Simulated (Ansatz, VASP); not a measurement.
GeSb2Te4: VASP beside Ansatz

File INCAR:

```
PREC = Accurate
ENCUT = 520
EDIFF = 1E-7
ISMEAR = 0
SIGMA = 0.1
LREAL = F
LASPH = T
NELM = 80
ALGO = Normal
ISIF = 2
LWAVE = F
LCHARG = F
GGA = PE
NBANDS = 33
```

The input KPOINTS:

```
Automatic mesh
0
Gamma
  6 6 6
```

File POSCAR:

```
GeSb2Te4
1.0
    2.1547300800      1.2440339900     13.8970814100
   -2.1547300800      1.2440339900     13.8970814100
    0.0000000000     -2.4880679800     13.8970814100
Ge Sb Te
1 2 4
Direct
    0.5704570000      0.5704570000      0.5704570000
    0.4265280000      0.4265280000      0.4265280000
    0.9979880000      0.9979880000      0.9979880000
    0.8697700000      0.8697700000      0.8697700000
    0.1341650000      0.1341650000      0.1341650000
    0.7113700000      0.7113700000      0.7113700000
    0.2897210000      0.2897210000      0.2897210000
```

Input for Ansatz:

```yaml
crystal:
  lattice:
    - [2.15473008, 1.24403399, 13.89708141]
    - [-2.15473008, 1.24403399, 13.89708141]
    - [0.0, -2.48806798, 13.89708141]
  atoms:
    - { symbol: Ge, position: [0.570457, 0.570457, 0.570457] }
    - { symbol: Sb, position: [0.426528, 0.426528, 0.426528] }
    - { symbol: Sb, position: [0.997988, 0.997988, 0.997988] }
    - { symbol: Te, position: [0.86977, 0.86977, 0.86977] }
    - { symbol: Te, position: [0.134165, 0.134165, 0.134165] }
    - { symbol: Te, position: [0.71137, 0.71137, 0.71137] }
    - { symbol: Te, position: [0.289721, 0.289721, 0.289721] }
basis:
  ecutwfc: 420
kpoints:
  mp_grid: { grid: [6, 6, 6] }
hamiltonian:
  xc: pbe
  pseudopotentials: { kind: paw, azcp: { folder: soft_1 } }
scf:
  occupations: { method: gaussian, width: 0.1 }
output:
  forces: true
  stress: true
  eigenvalues: true
```

Alike in both runs: task single point; functional PBE; k mesh 6 × 6 × 6; occupations gaussian, width 0.1 eV; no spin polarisation.

|  | VASP | Ansatz |
| --- | --- | --- |
| version | VASP 6.6.1 | Ansatz 0.2.0 |
| potentials or method | VASP PAW PBE potentials, release 64 (Ge_d, Sb, Te), cutoff 520 eV | scalar-relativistic, plane waves, PAW |
| valence electrons in the cell | 48 | 108 |

```tsv
	VASP	Ansatz	Ansatz less VASP
gap on the k mesh at the Fermi level (eV)	0.35	0.36	+0.010
least direct gap on the mesh (eV)	0.42	0.42	-0.004
pressure (GPa)	0.1	0.1	+0.02
traceless stress, the component that is largest in VASP (GPa)	0.20	0.20	0.000
rms of the force components (eV/Å)	0.027	0.033	+0.0063
```

Atom by atom the forces differ by 0.009 eV/Å (rms over components). VASP's potentials hold 48 valence electrons a cell and Ansatz's 108, so a difference there can come from the potentials and not from the codes.

Spin-orbit coupling is off throughout.
